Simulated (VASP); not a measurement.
Set up this calculation in VASP 6.6.1, as the native input.

* Task: single point
* Functional: PBE
* Potentials or basis: VASP PAW PBE potentials, release 64 (C)
* Cutoff: 520 eV
* k mesh: 6 × 6 × 6
* Occupations: gaussian, width 0.01 eV
* Spin: no spin polarisation
* Dipole correction: no
* Further INCAR settings: ALGO = Normal; EDIFF = 1e-06; NBANDS = 26

The structure of C lies in POSCAR:

```
C
1.0
    3.5716705104      0.0000000000      0.0000000000
    0.0000000000      3.5716705104      0.0000000000
    0.0000000000      0.0000000000      3.5716705104
C
8
Direct
    0.0000000000      0.0000000000      0.0000000000
    0.0000000000      0.5000000000      0.5000000000
    0.5000000000      0.0000000000      0.5000000000
    0.5000000000      0.5000000000      0.0000000000
    0.2500000000      0.2500000000      0.2500000000
    0.2500000000      0.7500000000      0.7500000000
    0.7500000000      0.2500000000      0.7500000000
    0.7500000000      0.7500000000      0.2500000000
```

One way to write it, as run:

INCAR

```
PREC = Accurate
ENCUT = 520
EDIFF = 1E-6
ISMEAR = 0
SIGMA = 0.01
LREAL = F
LASPH = T
NELM = 60
ALGO = Normal
ISIF = 2
LWAVE = F
LCHARG = T
GGA = PE
LELF = T
LVHAR = T
NBANDS = 26
```

KPOINTS

```
regular mesh
0
Gamma
  6 6 6
```

Potentials or basis: VASP PAW PBE potentials, release 64 (C).

Run with:

```bash
$ cat potpaw_PBE.64/C/POTCAR > POTCAR
$ mpirun -np 1 vasp_std > vasp.out
```

It gave:

```
Pressure               : 0.6 GPa
Band gap on the k mesh : 4.14 eV
```

Wall time 26 s on 1 thread of Intel(R) Xeon(R) Platinum 8259CL CPU @ 2.50GHz (Skylake/Cascade Lake), with other jobs on the host, peak memory 0.15 GiB.
